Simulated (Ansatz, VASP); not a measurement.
# C in VASP and in Ansatz

File INCAR:

```
SYSTEM = C
PREC = Accurate
ENCUT = 600
EDIFF = 1E-6
ISMEAR = 0
SIGMA = 0.15
LREAL = .FALSE.
LASPH = .TRUE.
NELM = 120
ALGO = Normal
ISIF = 2
LWAVE = .FALSE.
LCHARG = .FALSE.
GGA = PE
IVDW = 12
NBANDS = 16
GGA_COMPAT = .FALSE.
```

KPOINTS

```
regular mesh
0
G
  24 24 2
  0 0 0
```

POSCAR

```
C
1.0
    2.4652678561      0.0000000000      0.0000000000
   -1.2326339280      2.1349845905      0.0000000000
    0.0000000000      0.0000000000     23.9222939139
C
4
Direct
    0.0090920695     -0.0248399960      0.5711557753
    0.0000000000      0.0000000000      0.4288442247
    0.3333333333      0.6666666667      0.4288237756
    0.6666666667      0.3333333333      0.5711762244
```

Input for Ansatz:

```yaml
crystal:
  lattice:
    - [2.4652678561, 0.0, 0.0]
    - [-1.232633928, 2.1349845905, 0.0]
    - [0.0, 0.0, 23.9222939139]
  atoms:
    - { symbol: C, position: [0.0090920695, -0.024839996, 0.5711557753] }
    - { symbol: C, position: [0.0, 0.0, 0.4288442247] }
    - { symbol: C, position: [0.3333333333, 0.6666666667, 0.4288237756] }
    - { symbol: C, position: [0.6666666667, 0.3333333333, 0.5711762244] }
basis:
  ecutwfc: 420
kpoints:
  mp_grid: { grid: [24, 24, 2] }
hamiltonian:
  xc: pbe
  dispersion: d3bj
scf:
  occupations: { method: gaussian, width: 0.15 }
output:
  forces: true
  stress: true
  eigenvalues: true
```

Alike in both runs: task single point; functional PBE; dispersion D3(BJ); k mesh 24 × 24 × 2; occupations gaussian, width 0.15 eV; no spin polarisation.

```csv
,VASP,Ansatz
version,VASP 6.6.1,Ansatz 0.2.0
potentials or method,"VASP PAW PBE potentials, release 64 (C), cutoff 600 eV","scalar-relativistic, plane waves, PAW"
valence electrons in the cell,16,16
```

```csv
,VASP,Ansatz,Ansatz less VASP
gap on the k mesh at the Fermi level (eV),none,none,-
rms of the force components (eV/Å),1.554,1.551,-0.0026
```

Atom by atom the forces differ by 0.003 eV/Å (rms over components). A gap of «none» marks a metal or a gap that the smearing closes.
